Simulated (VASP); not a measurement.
A run of VASP 6.6.1 is set up as follows.

The input INCAR:

```
SYSTEM = Si2W
PREC = Accurate ; ENCUT = 520
EDIFF = 1E-6 ; ISMEAR = -1
SIGMA = 0.05 ; LREAL = .False.
LASPH = .True. ; NELM = 100
ALGO = Normal ; ISIF = 2
LWAVE = .False. ; LCHARG = .False.
GGA = PE ; NBANDS = 18
```

File KPOINTS:

```
Automatic mesh
0
Gamma
  9 9 7
  0 0 0
```

POSCAR

```
Si2W
1.0
    4.3210683881      0.0000000000      0.0000000000
   -2.1605341940      3.7421549956      0.0000000000
    0.0000000000      0.0000000000      2.6121380184
W Si
1 2
Direct
    0.0000000000      0.0000000000      0.0000000000
    0.3333333333      0.6666666667      0.5000000000
    0.6666666667      0.3333333333      0.5000000000
```

Potentials or basis: VASP PAW PBE potentials, release 64 (W_sv, Si).

Command:

```bash
$ cat potpaw_PBE.64/W_sv/POTCAR potpaw_PBE.64/Si/POTCAR > POTCAR
$ mpirun -np 1 vasp_std > vasp.out
```

Question: Estimate the pressure.

Answer: 0.1 GPa.

Question: Predict the band gap on the k mesh.

Answer: Zero (band 11 reaches 13.44 eV, above the bottom of band 12 at 11.10 eV).

Stress tensor (GPa, compression positive):
```
0.01 0.00 0.00
0.00 0.01 0.00
0.00 0.00 0.23
```

Caveat: spin-orbit coupling is left out, which moves the levels of the heavy elements.
